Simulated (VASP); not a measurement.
CO2: relaxation of cell and atoms with PBEsol

The system is CO2.

```
C O
1.0
    -1.97473    1.97473    3.01406
     1.97473   -1.97473    3.01406
     1.97473    1.97473   -3.01406
C O
2 4
Cartesian
  0.0000 1.9747 1.5070
  0.0000 0.0000 0.0000
  -0.9874 1.3223 2.2605
  2.9621 0.6525 -0.7535
  0.6525 0.9874 0.7535
  1.3223 0.9874 3.7676
```

```yaml
Program: VASP 6.6.1
Task: relaxation of cell and atoms
Functional: PBEsol
Potentials_or_basis: VASP PAW PBE potentials, release 64 (C, O)
Cutoff: 600 eV
k_mesh: 8 × 8 × 8
Occupations: gaussian, width 0.02 eV
Spin: no spin polarisation
Dipole_correction: no
Further_INCAR_settings: ALGO = Normal; EDIFF = 1e-06; IBRION = 2; EDIFFG = -0.005; NSW = 100; ISIF = 3
```

```yaml
Relaxed_volume: 7.61 Å³/atom
Relaxed_cell: a = 4.063 Å, b = 4.063 Å, c = 4.063 Å, α = 122.31°, β = 122.31°, γ = 86.04°
Space_group_after_relaxing_to_0.05_Å: I-42d (No. 122)
Energy_gained_by_relaxing: 3.6 meV/atom
Ionic_steps: 10
Pressure_after_relaxing: 0.0 GPa
Band_gap_on_the_k_mesh: 7.56 eV, indirect (least direct gap 7.99 eV)
```

The path:
```
step  energy change (eV)  largest force (eV/Å)  pressure (GPa)  volume (Å³)
   1              0.0000                0.1232           -5.41        47.01
   2              0.0057                0.5582            6.26        45.24
   3             -0.0154                0.1822           -0.27        46.18
   4             -0.0207                0.0763           -0.16        45.90
   5             -0.0217                0.0031           -0.05        45.72
   6             -0.0217                0.0073           -0.08        45.73
   7             -0.0217                0.0097            0.01        45.70
   8             -0.0218                0.0143            0.18        45.65
   9             -0.0218                0.0072            0.09        45.66
  10             -0.0218                0.0005            0.01        45.66
```

Final structure:
```xyz
6
Lattice="-1.9602 1.9602 2.9708 1.9602 -1.9602 2.9708 1.9602 1.9602 -2.9708" Properties=species:S:1:pos:R:3 pbc="T T T"
C     0.0000    1.9602    1.4854
C     3.9204    0.0000    0.0000
O    -0.9801    1.3017    2.2281
O     2.9403    0.6585   -0.7427
O     0.6585    0.9801    0.7427
O     1.3017    0.9801    3.7136
```

Levels at points of the mesh, in eV from the valence-band top:
| k point | band 14 | band 15 | band 16 | band 17 | band 18 | band 19 |
| --- | --- | --- | --- | --- | --- | --- |
| (0.00, 0.00, 0.00) | -0.89 | -0.89 | -0.44 | 7.56 | 9.37 | 9.39 |
| (0.50, 0.00, 0.00) | -1.44 | -0.44 | 0.00 | 8.30 | 9.56 | 9.78 |
| (0.50, 0.50, 0.00) | -0.66 | -0.54 | -0.54 | 9.01 | 9.01 | 9.96 |
| (0.50, 0.50, 0.50) | -2.90 | -0.03 | -0.03 | 8.86 | 8.86 | 10.80 |

It took 5.5 min on 1 thread of Oxide Virtual Turin-like Processor, with other jobs on the host, peak memory 0.2 GiB.

Caveat: the PAW data sets were made with another functional, which shifts forces and pressure a little. As with any semilocal functional, this PBEsol gap is likely too small.
